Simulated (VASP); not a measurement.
# Al2Cu (Fm-3m) in VASP: further runs

The runs below take Al2Cu through vibrations by perturbation theory, with PBEsol.

All numbers are computed with VASP 6.6.1; they aren't measurements. Logs are shortened: lines on timing, memory, paths and dates and some standing lists are left out, and cuts for length are marked.

### Step 1. The cell of the first run

It takes space group Fm-3m (No. 225, cubic). Conventional cell: a = 5.616 Å, b = 5.616 Å, c = 5.616 Å, α = 90.00°, β = 90.00°, γ = 90.00°. Al (site symmetry -43m) has 4 Cu at 2.43 Å and 6 Al at 2.81 Å within 3.2 Å. Within 3.2 Å of Cu (site symmetry m-3m) lie 8 Al at 2.43 Å.

### Step 2. Vibrations by perturbation theory, PBEsol

INCAR reads:

```
PREC = Accurate
ENCUT = 520
EDIFF = 1E-8
ISMEAR = -1
SIGMA = 0.15
LREAL = F
LASPH = T
NELM = 100
ALGO = Fast
ISIF = 2
LWAVE = F
LCHARG = F
GGA = PS
NBANDS = 16
IBRION = 8
NSW = 1
```

KPOINTS reads:

```
Automatic mesh
0
Gamma
  14 14 14
```

POSCAR reads:

```
Al2Cu
1.0
   -1.9856425460      1.9856425460      2.8081226185
    1.9856425460     -1.9856425460      2.8081226185
    1.9856425460      1.9856425460     -2.8081226185
Al Cu
2 1
Direct
    0.7500000000      0.2500000000      0.5000000000
    0.2500000000      0.7500000000      0.5000000000
    0.5000000000      0.5000000000      0.0000000000
```

Potentials or basis: VASP PAW PBE potentials, release 64 (Al, Cu).

Started as:

```console
$ cat potpaw_PBE.64/Al/POTCAR potpaw_PBE.64/Cu/POTCAR > POTCAR
$ mpirun -np 1 vasp_std > vasp.out
```

OUTCAR:

```text
PREC = Accurate
   ENCUT = 520
   EDIFF = 1E-8
   ISMEAR = -1
   LREAL = F
   LASPH = T
   NELM = 100
   ISIF = 2
   GGA = PS
   IBRION = 8
   NSW = 1

 ion  position               nearest neighbor table
   1  0.750  0.250  0.500-   3 2.43   3 2.43   3 2.43   3 2.43   2 2.81   2 2.81   2 2.81   2 2.81
                             2 2.81   2 2.81
   2  0.250  0.750  0.500-   3 2.43   3 2.43   3 2.43   3 2.43   1 2.81   1 2.81   1 2.81   1 2.81
                             1 2.81   1 2.81
   3  0.500  0.500  0.000-   2 2.43   1 2.43   1 2.43   2 2.43   1 2.43   2 2.43   2 2.43   1 2.43

  LATTYP: Found a face centered cubic cell.
 ALAT       =     5.6162452371

  Lattice vectors:

 A1 = (   1.9856425460,  -1.9856425460,  -2.8081226185)
 A2 = (   1.9856425460,   1.9856425460,  -2.8081226185)
 A3 = (   3.9712850920,   0.0000000000,   0.0000000000)

Analysis of symmetry for initial positions (statically):
=====================================================================
 Subroutine PRICEL returns:
 Original cell was already a primitive cell.

 Routine SETGRP: Setting up the symmetry group for a
 face centered cubic supercell.

 Subroutine GETGRP returns: Found 48 space group operations
 (whereof 48 operations were pure point group operations)
 out of a pool of 48 trial point group operations.

The static configuration has the point symmetry O_h .

Analysis of symmetry for dynamics (positions and initial velocities):
=====================================================================
 Subroutine PRICEL returns:
 Original cell was already a primitive cell.

 Routine SETGRP: Setting up the symmetry group for a
 face centered cubic supercell.

 Subroutine GETGRP returns: Found 48 space group operations
 (whereof 48 operations were pure point group operations)
 out of a pool of 48 trial point group operations.

The dynamic configuration has the point symmetry O_h .

 Subroutine INISYM returns: Found 48 space group operations
 (whereof 48 operations are pure point group operations),
 and found     1 'primitive' translations

----------------------------------------------------------------------------------------

                                     Primitive cell

  volume of cell :      44.2872

  direct lattice vectors                    reciprocal lattice vectors
    -1.985642546  1.985642546  2.808122619     0.000000000  0.251807658  0.178054903
     1.985642546 -1.985642546  2.808122619     0.251807658  0.000000000  0.178054903
     1.985642546  1.985642546 -2.808122619     0.251807658  0.251807658  0.000000000

  length of vectors
     3.971285092  3.971285092  3.971285092     0.308400138  0.308400138  0.356109806

  position of ions in fractional coordinates (direct lattice)
     0.750000000  0.250000000  0.500000000
     0.250000000  0.750000000  0.500000000
     0.500000000  0.500000000  0.000000000

  ion indices of the primitive-cell ions
   primitive index   ion index
                 1           1
                 2           2
                 3           3

----------------------------------------------------------------------------------------

 KPOINTS: Automatic mesh

Automatic generation of k-mesh.
 Grid dimensions read from file:
 generate k-points for:   14   14   14

 Generating k-lattice:

  Cartesian coordinates                     Fractional coordinates (reciprocal lattice)
     0.000000000  0.017986261  0.012718207     0.071428571 -0.000000000  0.000000000
     0.017986261  0.000000000  0.012718207    -0.000000000  0.071428571  0.000000000
     0.017986261  0.017986261  0.000000000     0.000000000  0.000000000  0.071428571

  Length of vectors
     0.022028581  0.022028581  0.025436415

  Shift w.r.t. Gamma in fractional coordinates (k-lattice)
     0.000000000  0.000000000  0.000000000

 Subroutine IBZKPT returns following result:
 ===========================================

 Found    104 irreducible k-points:

 Following reciprocal coordinates:
            Coordinates               Weight
  0.000000  0.000000  0.000000      1.000000
  0.071429  0.000000  0.000000      8.000000
  0.142857  0.000000  0.000000      8.000000
  0.214286 -0.000000  0.000000      8.000000
  0.285714  0.000000  0.000000      8.000000
  0.357143  0.000000  0.000000      8.000000
[... 16 lines left out ...]
  0.214286  0.142857  0.000000     24.000000
  0.285714  0.142857 -0.000000     24.000000
 [... further k-points ...]
   k-points           NKPTS =    104   k-points in BZ     NKDIM =    104   number of bands    NBANDS=     16
   number of dos      NEDOS =    301   number of ions     NIONS =      3
   total plane-waves  NPLWV =  27000
   dimension x,y,z NGX =    30 NGY =   30 NGZ =   30
   dimension x,y,z NGXF=    60 NGYF=   60 NGZF=   60
   ions per type =               2   1
   NGX,Y,Z   is equivalent  to a cutoff of  12.56, 12.56, 12.56 a.u.
   NGXF,Y,Z  is equivalent  to a cutoff of  25.12, 25.12, 25.12 a.u.
 SYSTEM =  unknown system
   PREC   = accura    normal or accurate (medium, high low for compatibility)
   ISTART =      0    job   : 0-new  1-cont  2-samecut
   ICHARG =      2    charge: 1-file 2-atom 10-const
   ISPIN  =      1    spin polarized calculation?
   LNONCOLLINEAR =      F non collinear calculations
   LSORBIT =      F    spin-orbit coupling
   LASPH  =      T    aspherical Exc in radial PAW
   ENCUT  =  520.0 eV  38.22 Ry    6.18 a.u.   7.38  7.38  7.38*2*pi/ulx,y,z
   NELM   =    100;   NELMIN=  2; NELMDL= -5     # of ELM steps
   EDIFF  = 0.1E-07   stopping-criterion for ELM
   LREAL  =      F    real-space projection
   EDIFFG = 0.1E-06   stopping-criterion for IOM
   NSW    =      1    number of steps for IOM
   IBRION =      8    ionic relax: 0-MD 1-quasi-New 2-CG
   NFREE  =      0    steps in history (QN), initial steepest desc. (CG)
   ISIF   =      2    stress and relaxation
   ISYM   =      2    0-nonsym 1-usesym 2-fastsym
   POTIM  = 0.5000    time-step for ionic-motion
   TEBEG  =    0.0;   TEEND  =   0.0 temperature during run
   PSTRESS=    0.0 pullay stress
   NELECT =      17.0000    total number of electrons
   NUPDOWN=      -1.0000    fix difference up-down
   EMIN   =  10.00;   EMAX   =-10.00  energy-range for DOS
   EFERMI =   0.00;   METHOD = LEGACY
   ISMEAR =    -1;   SIGMA  =   0.15  broadening in eV -4-tet -1-fermi 0-gaus
   EFERMI_NEDOS =   21; number of points for ismear=-14 and -15
   IALGO  =     68    algorithm
   IMIX   =      4    mixing-type and parameters
     AMIX     =   0.40;   BMIX     =  1.00
     AMIX_MAG =   1.60;   BMIX_MAG =  1.00
  volume/ion in A,a.u.               =      14.76        99.62
  Fermi-wavevector in a.u.,A,eV,Ry     =   1.189776  2.248350 19.259946  1.415566
  Thomas-Fermi vector in A             =   2.325875
   LORBIT       =      0    0 simple, 1 ext, 2 COOP (PROOUT), +10 PAW based schemes
   GGA     = PS    functional components
   LHFCALC =     F    Hartree Fock is set to
   AEXX    =    0.0000 exact exchange contribution
   IVDW    =     0    specifies the selected vdW correction
   LEPSILON=     F    determine dielectric tensor
   LRPA    =     F    only Hartree local field effects (RPA)
 non-spin polarized calculation
 RMM-DIIS sequential band-by-band and
  energy-cutoff  :      520.00
  volume of cell :       44.29
 maximum number of plane-waves:      1243
 NGX is ok and might be reduce to    30
   NGX = 15   NGY = 15   NGZ = 15

--------------------------------------- Ionic step        1  -------------------------------------------

 number of electron      17.0000010 magnetization

 Free energy of the ion-electron system (eV)
  ---------------------------------------------------
  ext. energy  EPLUGINS =         0.00000000
  ---------------------------------------------------
  free energy    TOTEN  =       -12.98405735 eV

  energy without entropy =      -12.92431393  energy(sigma->0) =      -12.95418564

 E-fermi :   7.7146     XC(G=0): -10.8811

 val. band max:        7.6927488211   @ k =   0.4286   0.0714   0.0000
 cond. band min:       7.7482167248   @ k =   0.4286   0.1429   0.0000
 fundamental gap:      0.0554679037
 Fermi energy:         7.7145967569

 k-point     1 :       0.0000    0.0000    0.0000
  band No.  band energies     occupation
      1      -2.9705      2.00000
      2       2.8387      2.00000
      3       2.8387      2.00000
      4       2.8387      2.00000
      5       3.4376      2.00000
      6       3.4376      2.00000
[... 433 lines left out ...]
      3       2.9174      2.00000
      4       3.0478      2.00000
      5       3.3745      2.00000
      6       3.5104      2.00000
[... 8 lines left out ...]
     15      15.3454      0.00000
     16      18.8125      0.00000

 [... further k-points ...]
[... 5 lines left out ...]
  --------------------------------------------------------------------------------------
  -------------------------------------------------------------------------------------
  Total        2.0082296      2.0082296      2.0082296      0.0000000     -0.0000000      0.0000000
  in kB       72.6516928     72.6516928     72.6516927      0.0000000     -0.0000000      0.0000000
  external PRESSURE =      72.6516927 kB  Pullay stress =       0.0000000 kB

 VOLUME and BASIS-vectors are now :
 -----------------------------------------------------------------------------
  energy-cutoff  :      520.00
  volume of cell :       44.29
      direct lattice vectors                 reciprocal lattice vectors
    -1.985642546  1.985642546  2.808122619     0.000000000  0.251807658  0.178054903
     1.985642546 -1.985642546  2.808122619     0.251807658  0.000000000  0.178054903
     1.985642546  1.985642546 -2.808122619     0.251807658  0.251807658  0.000000000

 POSITION                                       TOTAL-FORCE (eV/Angst)
 -----------------------------------------------------------------------------------
      0.00000      1.98564      1.40406         0.000000     -0.000000      0.000000
      1.98564      0.00000      1.40406         0.000000      0.000000     -0.000000
      0.00000      0.00000      2.80812        -0.000000     -0.000000      0.000000
 -----------------------------------------------------------------------------------
    total drift:                                0.000000     -0.000000      0.000000

  FREE ENERGIE OF THE ION-ELECTRON SYSTEM (eV)
  ---------------------------------------------------
  free  energy   TOTEN  =       -12.9840573512 eV

  energy  without entropy=      -12.9243139316  energy(sigma->0) =      -12.95418564

[... ionic steps 2 to 9 ...]

--------------------------------------- Ionic step       10  -------------------------------------------

 Free energy of the ion-electron system (eV)
  ---------------------------------------------------
  ---------------------------------------------------
  free energy    TOTEN  =        -0.24223551 eV

  energy without entropy =       -0.24223551

------------------------ aborting loop because EDIFF is reached ----------------------------------------

 INTERNAL STRAIN TENSOR  FOR ION    3  DIRECTION 1   (eV/Angst):
 -----------------------------------------------------------------------------
    -0.00033  0.00000  0.00000
     0.00000  0.00484  0.00000
     0.00000  0.00000  0.00293

 INTERNAL STRAIN TENSOR FOR ION    3 for displacements in x,y,z  (eV/Angst):
          X           Y           Z          XY          YZ          ZX
  --------------------------------------------------------------------------------
  x     0.00000     0.00000     0.00000     0.00000     0.00000     0.00000
  y     0.00000     0.00000     0.00000     0.00000     0.00000     0.00000
  z     0.00000     0.00000     0.00000     0.00000     0.00000     0.00000

 SECOND DERIVATIVES (NOT SYMMETRIZED)
 ------------------------------------
               1X          1Y          1Z          2X          2Y          2Z          3X          3Y          3Z
  1X    -7.406906    0.000000    0.000000    2.775198    0.000000   -0.000000    4.631708    0.000000    0.000000
  1Y     0.000000   -7.406906    0.000000    0.000000    2.775198   -0.000000    0.000000    4.631708    0.000000
  1Z    -0.000000    0.000000   -7.406906   -0.000000   -0.000000    2.775198   -0.000000   -0.000000    4.631708
  2X     2.775198    0.000000   -0.000000   -7.406906    0.000000    0.000000    4.631708    0.000000    0.000000
  2Y     0.000000    2.775198   -0.000000    0.000000   -7.406906    0.000000    0.000000    4.631708    0.000000
  2Z    -0.000000   -0.000000    2.775198   -0.000000    0.000000   -7.406906   -0.000000   -0.000000    4.631708
  3X     4.681114   -0.000000    0.000000    4.681114   -0.000000    0.000000   -9.362228    0.000000    0.000000
  3Y     0.000000    4.681114    0.000000    0.000000    4.681114    0.000000    0.000000   -9.362228    0.000000
  3Z     0.000000    0.000000    4.681114    0.000000    0.000000    4.681114    0.000000    0.000000   -9.362228

 Eigenvectors and eigenvalues of the dynamical matrix
 ----------------------------------------------------

   1 f  =    9.603741 THz    60.342087 2PiTHz  320.346333 cm-1    39.717865 meV
             X         Y         Z           dx          dy          dz
      0.000000  1.985643  1.404061     0.681903   -0.187106    0.000001
      1.985643  0.000000  1.404061    -0.681903    0.187106   -0.000001
      0.000000  0.000000  2.808123     0.000000    0.000000    0.000000
[... 43 lines left out ...]
   9 f/i=    0.023354 THz     0.146735 2PiTHz    0.778992 cm-1     0.096583 meV
             X         Y         Z           dx          dy          dz
      0.000000  1.985643  1.404061     0.093456    0.464400    0.080789
      1.985643  0.000000  1.404061     0.093456    0.464400    0.080789
      0.000000  0.000000  2.808123     0.142666    0.708929    0.123328

--------------------------------------------------------------------------------------------------------

 ELASTIC MODULI CONTR FROM IONIC RELAXATION (kBar)
 Direction    XX          YY          ZZ          XY          YZ          ZX
 --------------------------------------------------------------------------------
 XX        -285.3960    285.3960     -0.0000     -0.0000      0.0000      0.0000
 YY         285.3960   -285.3960      0.0000      0.0000     -0.0000     -0.0000
 ZZ          -0.0000      0.0000     -0.0000     -0.0000      0.0000      0.0000
 XY          -0.0000      0.0000     -0.0000     -0.0000      0.0000      0.0000
 YZ           0.0000     -0.0000      0.0000      0.0000   -285.3960      0.0000
 ZX           0.0000     -0.0000      0.0000      0.0000      0.0000   -285.3960
 --------------------------------------------------------------------------------
```

It took 17 min on 1 thread of Intel Xeon Platinum 8488C (Sapphire Rapids), shared host; peak memory 1.1 GiB.

Results:

| Quantity | Value |
| --- | --- |
| Highest phonon frequency at Γ, LO-TO splitting left out | 320 cm⁻¹ |

Phonon frequencies in cm⁻¹ (negative: imaginary):
```csv
q point,frequencies
"(0.000, 0.000, 0.000)",-1 -1 -1 295 295 295 320 320 320
```

Caveat: the cell wasn't relaxed at this level first, which shifts response properties; the PAW data sets were made with another functional, which shifts forces and pressure a little.

(Part 1 of 2 ends here.)
